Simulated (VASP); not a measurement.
Set up this calculation in VASP 6.6.1, as the native input.

```
Task                   : single point
Functional             : PBE
Potentials or basis    : VASP PAW PBE potentials, release 64 (In_d, Ge_d)
Cutoff                 : 520 eV
k mesh                 : 8 × 8 × 8
Occupations            : gaussian, width 0.1 eV
Spin                   : no spin polarisation
Dipole correction      : no
Further INCAR settings : ALGO = Fast; EDIFF = 1e-07; NBANDS = 41
```

The structure of In4Ge lies in POSCAR:

```
In4Ge
1.0
    5.4605174436      0.0000000000      0.0000000000
    0.0000000000      5.4605174436      0.0000000000
    0.0000000000      0.0000000000      5.4605174436
In Ge
4 1
Direct
    0.5000000000      0.5000000000      0.5000000000
    0.5000000000      0.0000000000      0.0000000000
    0.0000000000      0.5000000000      0.0000000000
    0.0000000000      0.0000000000      0.5000000000
    0.0000000000      0.0000000000      0.0000000000
```

The cell was built from a structure type or drawn by symmetry, and may not be a known phase.

The input as run:

INCAR

```
PREC = Accurate ; ENCUT = 520
EDIFF = 1E-7 ; ISMEAR = 0
SIGMA = 0.1 ; LREAL = False
LASPH = True ; NELM = 80
ALGO = Fast ; ISIF = 2
LWAVE = False ; LCHARG = True
GGA = PE ; LELF = True
LVHAR = True ; NBANDS = 41
```

KPOINTS

```
Automatic mesh
0
Gamma
  8 8 8
```

Potentials or basis: VASP PAW PBE potentials, release 64 (In_d, Ge_d).

Run with:

```console
$ cat potpaw_PBE.64/In_d/POTCAR potpaw_PBE.64/Ge_d/POTCAR > POTCAR
$ mpirun -np 1 vasp_std > vasp.out
```

Results of the run:

```
Pressure               : 0.0 GPa
Band gap on the k mesh : zero (bands 33 and 34 overlap by 0.78 eV)
```

Caveat: spin-orbit coupling is left out, which moves the levels of the heavy elements.

Run time: 4.9 min on 1 thread of Intel(R) Xeon(R) 6975P-C (Granite Rapids) (shared host), peak memory 0.37 GiB.
